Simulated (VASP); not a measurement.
Here is a VASP 6.6.1 calculation.

Contents of INCAR:

```
AGGAC = 1.0
AGGAX = 1.0
ALDAC = 0.0
ALDAX = 1.0
ALGO = Normal
EDIFF = 1E-8
ENCUT = 500
GGA = B5
GGA_COMPAT = F
IBRION = 6
ISIF = 3
ISMEAR = -1
LASPH = T
LCHARG = F
LREAL = F
LWAVE = F
NELM = 120
NFREE = 2
NSW = 1
POTIM = 0.015
PREC = Accurate
SIGMA = 0.025
```

Contents of KPOINTS:

```
k-points
0
Gamma
  7 7 7
```

Contents of POSCAR:

```
Hf
1.0
   -1.8287527250      1.8287527250      1.8287527250
    1.8287527250     -1.8287527250      1.8287527250
    1.8287527250      1.8287527250     -1.8287527250
Hf
1
Direct
    0.0000000000      0.0000000000      0.0000000000
```

Potentials or basis: VASP PAW PBE potentials, release 64 (Hf_pv).

Command:

```console
$ cat potpaw_PBE.64/Hf_pv/POTCAR > POTCAR
$ mpirun -np 1 vasp_std > vasp.out
```

Estimate the elastic constants C11, C12, C44.

90, 91, 38 GPa.

Predict the Voigt bulk modulus.

91 GPa.

Clamped-ion elastic tensor (GPa):
```
90 91 91  0  0  0
91 90 91  0  0  0
91 91 90  0  0  0
 0  0  0 38  0  0
 0  0  0  0 38  0
 0  0  0  0  0 38
```

Caveat: the cell is under stress, which shifts elastic constants; the elastic tensor has a negative eigenvalue, so either the cell is unstable as it stands or the mesh is too thin; the PAW data sets were made with another functional, which shifts forces and pressure a little.
